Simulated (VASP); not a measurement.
Wanted: the native input for a VASP 6.6.1 run.

| Quantity | Value |
| --- | --- |
| Task | single point |
| Functional | PBE |
| Potentials or basis | VASP PAW PBE potentials, release 64 (Pb_d, Se) |
| Cutoff | 520 eV |
| k mesh | 10 × 10 × 10 |
| Occupations | gaussian, width 0.05 eV |
| Spin | no spin polarisation |
| Dipole correction | no |
| Further INCAR settings | ALGO = Normal; EDIFF = 1e-06; NBANDS = 17 |

The structure of PbSe lies in POSCAR:

```
PbSe
1.0
   -0.0612430000      3.0450938245      3.0930470935
    2.9585574655      0.0000000000      3.0318040935
    3.0198004655      3.0450938245     -0.0612430000
Pb Se
1 1
Direct
    0.0097970380     -0.0097970380      0.0097970380
    0.4902029620      0.5097970380      0.4902029620
```

This cell differs from its parent crystal: strained and its atoms moved.

One way to write it, as run:

INCAR

```
PREC = Accurate
ENCUT = 520
EDIFF = 1E-6
ISMEAR = 0
SIGMA = 0.05
LREAL = F
LASPH = T
NELM = 60
ALGO = Normal
ISIF = 2
LWAVE = F
LCHARG = F
GGA = PE
NBANDS = 17
```

KPOINTS

```
regular mesh
0
Gamma
  10 10 10
```

Potentials or basis: VASP PAW PBE potentials, release 64 (Pb_d, Se).

The run is started by

```console
$ cat potpaw_PBE.64/Pb_d/POTCAR potpaw_PBE.64/Se/POTCAR > POTCAR
$ mpirun -np 1 vasp_std > vasp.out
```

Results of the run:

| Item | Value |
| --- | --- |
| Pressure | 3.2 GPa |
| Largest force | 0.123 eV/Å |
| Band gap on the k mesh | 0.24 eV, indirect (least direct gap 0.41 eV) |

Caveat: the cell differs from its parent crystal (strained and its atoms moved); spin-orbit coupling is left out, which moves the levels of the heavy elements.

It took 61 s on 1 thread of Intel(R) Xeon(R) 6975P-C (Granite Rapids), with other jobs on the host, peak memory 0.39 GiB.
